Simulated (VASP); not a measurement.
# P (Cmce) in VASP: notebook, part 2 of 2

VASP 6.6.1. Earlier steps stand in the parts before.

### 4 Single point, PBE+D3(BJ)

This run uses another cell than the first one, of 17.58 Å³/atom.

Contents of INCAR:

```
SYSTEM = P
PREC = Accurate
ENCUT = 520
EDIFF = 1E-7
ISMEAR = -1
SIGMA = 0.02
LREAL = .False.
LASPH = .True.
NELM = 60
ALGO = Normal
ISIF = 2
LWAVE = .False.
LCHARG = .False.
GGA = PE
IVDW = 12
NBANDS = 18
```

Contents of KPOINTS:

```
Automatic mesh
0
Gamma
  8 8 6
  0 0 0
```

Contents of POSCAR:

```
P
1.0
    1.6600377308     -5.0808518713      0.0000000000
    1.6600377308      5.0808518713      0.0000000000
    0.0000000000      0.0000000000      4.1692645378
P
4
Direct
    0.8933231757      0.1066768243      0.0718283848
    0.6066768243      0.3933231757      0.5718283848
    0.1066768243      0.8933231757      0.9281716152
    0.3933231757      0.6066768243      0.4281716152
```

Potentials or basis: VASP PAW PBE potentials, release 64 (P).

The run is started by

```
$ cat potpaw_PBE.64/P/POTCAR > POTCAR
$ mpirun -np 1 vasp_std > vasp.out
```

OUTCAR:

```text
SYSTEM = P
   PREC = Accurate
   ENCUT = 520
   EDIFF = 1E-7
   ISMEAR = -1
   LREAL = .False.
   LASPH = .True.
   NELM = 60
   ISIF = 2
   GGA = PE
   IVDW = 12
 IVDW          = 12

 ion  position               nearest neighbor table
   1  0.893  0.107  0.072-   4 2.23   4 2.23   3 2.25
   2  0.607  0.393  0.572-   3 2.23   3 2.23   4 2.25
   3  0.107  0.893  0.928-   2 2.23   2 2.23   1 2.25
   4  0.393  0.607  0.428-   1 2.23   1 2.23   2 2.25

  LATTYP: Found a base centered orthorhombic cell.
 ALAT       =     3.3200754616
 B/A-ratio  =     3.0606845718
 C/A-ratio  =     1.2557740286

  Lattice vectors:

 A1 = (   1.6600377308,  -5.0808518713,   0.0000000000)
 A2 = (   1.6600377308,   5.0808518713,   0.0000000000)
 A3 = (   0.0000000000,   0.0000000000,   4.1692645378)

Analysis of symmetry for initial positions (statically):
=====================================================================
 Subroutine PRICEL returns:
 Original cell was already a primitive cell.

 Routine SETGRP: Setting up the symmetry group for a
 base centered orthorhombic supercell.
[... 171 lines left out ...]

 E-fermi :   7.4742     XC(G=0): -10.2817

 val. band max:        7.4125534730   @ k =   0.5000   0.1250   0.0000
 cond. band min:       7.4903461081   @ k =   0.5000   0.3750   0.0000
 fundamental gap:      0.0777926351
 Fermi energy:         7.4742009826

 k-point     1 :       0.0000    0.0000    0.0000
  band No.  band energies     occupation
      1      -8.5683      2.00000
      2      -5.2009      2.00000
      3      -1.7178      2.00000
      4       0.1260      2.00000
      5       2.3279      2.00000
      6       3.1829      2.00000
[... 481 lines left out ...]
      5       1.0983      2.00000
      6       1.5009      2.00000
[... 10 lines left out ...]
     17      12.9654      0.00000
     18      14.4550      0.00000

 [... further k-points ...]

------------------------ aborting loop because EDIFF is reached ----------------------------------------

 Edisp (eV)   -1.59694

 E8    (eV) :    -0.6047

  FORCE on cell =-STRESS in cart. coord.  units (eV):
  Direction    XX          YY          ZZ          XY          YZ          ZX
  --------------------------------------------------------------------------------------
  -------------------------------------------------------------------------------------
  Total      -0.13733    -0.17950    -0.12904     0.00000     0.00000     0.00000
  in kB      -3.12846    -4.08905    -2.93969     0.00000     0.00000     0.00000
  external pressure =       -3.39 kB  Pullay stress =        0.00 kB

 VOLUME and BASIS-vectors are now :
 -----------------------------------------------------------------------------
  energy-cutoff  :      520.00
  volume of cell :       70.33
      direct lattice vectors                 reciprocal lattice vectors
     1.660037731 -5.080851871  0.000000000     0.301197973 -0.098408695  0.000000000
     1.660037731  5.080851871  0.000000000     0.301197973  0.098408695  0.000000000
     0.000000000  0.000000000  4.169264538     0.000000000  0.000000000  0.239850456

 POSITION                                       TOTAL-FORCE (eV/Angst)
 -----------------------------------------------------------------------------------
      1.66004     -3.99683      0.29947         0.000000     -0.043849      0.042407
      1.66004     -1.08402      2.38410         0.000000      0.043849      0.042407
      1.66004      3.99683      3.86979         0.000000      0.043849     -0.042407
      1.66004      1.08402      1.78516         0.000000     -0.043849     -0.042407
 -----------------------------------------------------------------------------------
    total drift:                               -0.000000      0.000000      0.000000

  FREE ENERGIE OF THE ION-ELECTRON SYSTEM (eV)
  ---------------------------------------------------
  free  energy   TOTEN  =       -22.9658211936 eV

  energy  without entropy=      -22.9652546963  energy(sigma->0) =      -22.96553794
```

OSZICAR:

```text
N       E                     dE             d eps       ncg     rms          rms(c)
DAV:   1     0.545334651162E+02    0.54533E+02   -0.84731E+03  3024   0.956E+02
DAV:   2    -0.181058155784E+02   -0.72639E+02   -0.69817E+02  4030   0.150E+02
DAV:   3    -0.214724558576E+02   -0.33666E+01   -0.33424E+01  3996   0.320E+01
DAV:   4    -0.215044939356E+02   -0.32038E-01   -0.32015E-01  3890   0.380E+00
DAV:   5    -0.215049339290E+02   -0.43999E-03   -0.43993E-03  3874   0.426E-01    0.104E+01
DAV:   6    -0.214086272003E+02    0.96307E-01   -0.49840E-02  3636   0.122E+00    0.611E+00
DAV:   7    -0.213690056241E+02    0.39622E-01   -0.88454E-02  3676   0.164E+00    0.292E-01
DAV:   8    -0.213688048582E+02    0.20077E-03   -0.10173E-02  3402   0.592E-01    0.146E-01
DAV:   9    -0.213688588808E+02   -0.54023E-04   -0.51052E-04  3912   0.132E-01    0.725E-02
DAV:  10    -0.213688711820E+02   -0.12301E-04   -0.62293E-05  3700   0.425E-02    0.305E-02
DAV:  11    -0.213688786740E+02   -0.74919E-05   -0.11224E-05  3540   0.228E-02    0.856E-03
DAV:  12    -0.213688791587E+02   -0.48473E-06   -0.62741E-07  3880   0.501E-03    0.211E-03
DAV:  13    -0.213688791199E+02    0.38819E-07   -0.94594E-08  2232   0.201E-03
   1 F= -.22965821E+02 E0= -.22965538E+02  d E =-.566497E-03
```

Run time: 41 s. Hardware: 1 thread of Intel Xeon 6975P-C (Granite Rapids), shared host; peak memory 0.25 GiB.

What came out:

| Property | Result |
| --- | --- |
| Free energy | -22.9658 eV |
| Pressure | -0.3 GPa |
| Largest force | 0.061 eV/Å |
| Band gap on the k mesh | zero (bands 10 and 11 overlap by 0.26 eV) |
| Dispersion energy per atom | -0.399 eV |

Forces on the atoms (eV/Å):
```
P    0.000 -0.044  0.042
P    0.000  0.044  0.042
P    0.000  0.044 -0.042
P    0.000 -0.044 -0.042
```

Stress tensor (GPa, compression positive):
```
-0.31  0.00  0.00
 0.00 -0.41  0.00
 0.00  0.00 -0.29
```

### 5 Single point, PBE+D4

This run uses another cell than the first one, of 17.66 Å³/atom.

Contents of INCAR:

```
SYSTEM = P
ALGO     = Normal         ! electronic algorithm
EDIFF    = 1E-6           ! SCF threshold, eV
ENCUT    = 520            ! plane-wave cutoff, eV
GGA      = PE             ! functional
ISIF     = 2              ! what is computed and relaxed
ISMEAR   = -1             ! smearing method
IVDW     = 13             ! dispersion correction
LASPH    = .True.         ! aspherical terms in the spheres
LCHARG   = .True.         ! write CHGCAR
LELF     = .True.         ! ELF
LREAL    = .False.        ! projectors in reciprocal space
LVHAR    = .True.       
LWAVE    = .False.        ! write WAVECAR
NBANDS   = 18             ! bands
NELM     = 100            ! most SCF steps
PREC     = Accurate       ! precision mode
SIGMA    = 0.02           ! smearing width, eV
```

Contents of KPOINTS:

```
k-points
0
Gamma
  8 8 6
  0 0 0
```

Contents of POSCAR:

```
P
1.0
    1.6609115405     -5.0911361003      0.0000000000
    1.6609115405      5.0911361003      0.0000000000
    0.0000000000      0.0000000000      4.1780266309
P
4
Direct
    0.8935535933      0.1064464067      0.0722122754
    0.6064464067      0.3935535933      0.5722122754
    0.1064464067      0.8935535933      0.9277877246
    0.3935535933      0.6064464067      0.4277877246
```

The run is started by

```
$ cat potpaw_PBE.64/P/POTCAR > POTCAR
$ mpirun -np 1 vasp_std > vasp.out
```

It took 40 s on 1 thread of Intel Xeon 6975P-C (Granite Rapids), shared host; peak memory 0.24 GiB.

It converged, with:

| Property | Result |
| --- | --- |
| Free energy | -23.0481 eV |
| Pressure | -0.3 GPa |
| Largest force | 0.065 eV/Å |
| Band gap on the k mesh | zero (bands 10 and 11 overlap by 0.24 eV) |
| Dispersion energy per atom | -0.418 eV |

Forces in eV/Å, atoms in the order of the input:
```
P    0.000 -0.046  0.045
P    0.000  0.046  0.045
P    0.000  0.046 -0.045
P    0.000 -0.046 -0.045
```

Stress tensor (GPa, compression positive):
```
-0.34  0.00  0.00
 0.00 -0.43  0.00
 0.00  0.00 -0.27
```

Levels at points of the mesh, in eV from the Fermi level:
```
           k point  band 7  band 8  band 9  band 10  band 11  band 12  band 13  band 14
(0.00, 0.00, 0.00)   -4.09   -2.90   -2.68    -1.43     0.99     1.22     1.87     3.39
(0.50, 0.00, 0.00)   -3.25   -3.25   -2.70    -2.70     0.77     0.77     1.05     1.05
(0.50, 0.50, 0.00)   -4.38   -2.18   -1.83    -0.37     0.43     0.64     2.44     3.10
(0.00, 0.00, 0.50)   -3.11   -3.11   -0.92    -0.92     1.43     1.43     2.19     2.19
(0.50, 0.00, 0.50)   -5.78   -5.78   -2.13    -2.13     1.58     1.58     4.66     4.66
(0.50, 0.50, 0.50)   -2.44   -2.44   -1.29    -1.29     1.31     1.31     2.69     2.69
```

### 6 Single point, PBE

Contents of INCAR:

```
SYSTEM = P
PREC = Accurate
ENCUT = 520
EDIFF = 1E-6
ISMEAR = -1
SIGMA = 0.02
LREAL = .False.
LASPH = .True.
NELM = 100
ALGO = Normal
ISIF = 2
LWAVE = .False.
LCHARG = .False.
GGA = PE
NBANDS = 18
```

Contents of KPOINTS:

```
regular mesh
0
Gamma
  8 8 6
  0 0 0
```

Contents of POSCAR:

```
P
1.0
    1.6518921853     -5.3432539616      0.0000000000
    1.6518921853      5.3432539616      0.0000000000
    0.0000000000      0.0000000000      4.4650360509
P
4
Direct
    0.9008923495      0.0991076505      0.0850440347
    0.5991076505      0.4008923495      0.5850440347
    0.0991076505      0.9008923495      0.9149559653
    0.4008923495      0.5991076505      0.4149559653
```

Potentials or basis: VASP PAW PBE potentials, release 64 (P).

The run is started by

```
$ cat potpaw_PBE.64/P/POTCAR > POTCAR
$ mpirun -np 1 vasp_std > vasp.out
```

OUTCAR:

```text
SYSTEM = P
   PREC = Accurate
   ENCUT = 520
   EDIFF = 1E-6
   ISMEAR = -1
   LREAL = .False.
   LASPH = .True.
   NELM = 100
   ISIF = 2
   GGA = PE

 ion  position               nearest neighbor table
   1  0.901  0.099  0.085-   4 2.21   4 2.21   3 2.25
   2  0.599  0.401  0.585-   3 2.21   3 2.21   4 2.25
   3  0.099  0.901  0.915-   2 2.21   2 2.21   1 2.25
   4  0.401  0.599  0.415-   1 2.21   1 2.21   2 2.25

  LATTYP: Found a base centered orthorhombic cell.
[... 706 lines left out ...]
  Direction    XX          YY          ZZ          XY          YZ          ZX
  --------------------------------------------------------------------------------------
  -------------------------------------------------------------------------------------
  Total        0.6913518      0.8214204      0.8460343      0.0000000     -0.0000000      0.0000000
  in kB       14.0529395     16.6968125     17.1971330      0.0000000     -0.0000000      0.0000000
  external PRESSURE =      15.9822950 kB  Pullay stress =       0.0000000 kB

 VOLUME and BASIS-vectors are now :
 -----------------------------------------------------------------------------
  energy-cutoff  :      520.00
  volume of cell :       78.82
      direct lattice vectors                 reciprocal lattice vectors
     1.651892185 -5.343253962  0.000000000     0.302683192 -0.093575938  0.000000000
     1.651892185  5.343253962  0.000000000     0.302683192  0.093575938  0.000000000
     0.000000000  0.000000000  4.465036051     0.000000000  0.000000000  0.223962357

 POSITION                                       TOTAL-FORCE (eV/Angst)
 -----------------------------------------------------------------------------------
      1.65189     -4.28414      0.37972         0.000000      0.059257     -0.158490
      1.65189     -1.05911      2.61224         0.000000     -0.059257     -0.158490
      1.65189      4.28414      4.08531         0.000000     -0.059257      0.158490
      1.65189      1.05911      1.85279         0.000000      0.059257      0.158490
 -----------------------------------------------------------------------------------
    total drift:                                0.000000      0.000000      0.000000

  FREE ENERGIE OF THE ION-ELECTRON SYSTEM (eV)
  ---------------------------------------------------
  free  energy   TOTEN  =       -21.4849925898 eV

  energy  without entropy=      -21.4849480977  energy(sigma->0) =      -21.48497034
```

OSZICAR:

```text
N       E                     dE             d eps       ncg     rms          rms(c)
DAV:   1     0.570326819184E+02    0.57033E+02   -0.81999E+03  3024   0.937E+02
DAV:   2    -0.179558275821E+02   -0.74989E+02   -0.71830E+02  4018   0.150E+02
DAV:   3    -0.216044895589E+02   -0.36487E+01   -0.36226E+01  3994   0.331E+01
DAV:   4    -0.216442254316E+02   -0.39736E-01   -0.39701E-01  4044   0.412E+00
DAV:   5    -0.216449081344E+02   -0.68270E-03   -0.68260E-03  3890   0.521E-01    0.103E+01
DAV:   6    -0.215315976690E+02    0.11331E+00   -0.58846E-02  3612   0.126E+00    0.612E+00
DAV:   7    -0.214847822600E+02    0.46815E-01   -0.10674E-01  3596   0.173E+00    0.281E-01
DAV:   8    -0.214848653259E+02   -0.83066E-04   -0.11032E-02  3458   0.596E-01    0.137E-01
DAV:   9    -0.214849502627E+02   -0.84937E-04   -0.43180E-04  3942   0.125E-01    0.750E-02
DAV:  10    -0.214849817553E+02   -0.31493E-04   -0.56731E-05  3674   0.408E-02    0.310E-02
DAV:  11    -0.214849922225E+02   -0.10467E-04   -0.14210E-05  3620   0.254E-02    0.110E-02
DAV:  12    -0.214849925898E+02   -0.36723E-06   -0.34828E-07  2114   0.365E-03
   1 F= -.21484993E+02 E0= -.21484970E+02  d E =-.444921E-04
```

It took 56 s on 1 thread of Intel Xeon 6975P-C (Granite Rapids), shared host; peak memory 0.27 GiB.

Results:

```
Free energy            : -21.4850 eV
Pressure               : 1.6 GPa
Largest force          : 0.169 eV/Å
Band gap on the k mesh : 0.11 eV
```

Forces on the atoms (eV/Å):
```
P    0.000  0.059 -0.158
P    0.000 -0.059 -0.158
P    0.000 -0.059  0.158
P    0.000  0.059  0.158
```

### 7 The runs side by side

| level | cell | gap on the mesh (eV) | pressure (GPa) | largest force (eV/Å) |
| --- | --- | --- | --- | --- |
| PBE | a = 5.593, b = 5.593, c = 4.465 Å, angles 90.0, 90.0, 145.6°, 4 atoms, atomic positions A | 0.11 | 1.6 | 0.17 |
| r2SCAN | a = 5.593, b = 5.593, c = 4.465 Å, angles 90.0, 90.0, 145.6°, 4 atoms, atomic positions A | 0.03 | 0.1 | 0.15 |
| PBE+D3(BJ) | a = 5.345, b = 5.345, c = 4.169 Å, angles 90.0, 90.0, 143.8°, 4 atoms, atomic positions B | none | -0.3 | 0.06 |
| PBE+D4 | a = 5.355, b = 5.355, c = 4.178 Å, angles 90.0, 90.0, 143.9°, 4 atoms, atomic positions B | none | -0.3 | 0.06 |

Alike in all rows: task single point; potentials or basis VASP PAW PBE potentials, release 64 (P); no spin polarisation; k mesh 8 × 8 × 6; cutoff (eV) 520; smearing fermi-dirac 0.02 eV.

Caveats: the PAW data sets were made with another functional, which shifts forces and pressure a little (at least some runs).

Total energies depend on the potentials used, so only differences within one code and one set of settings carry meaning.
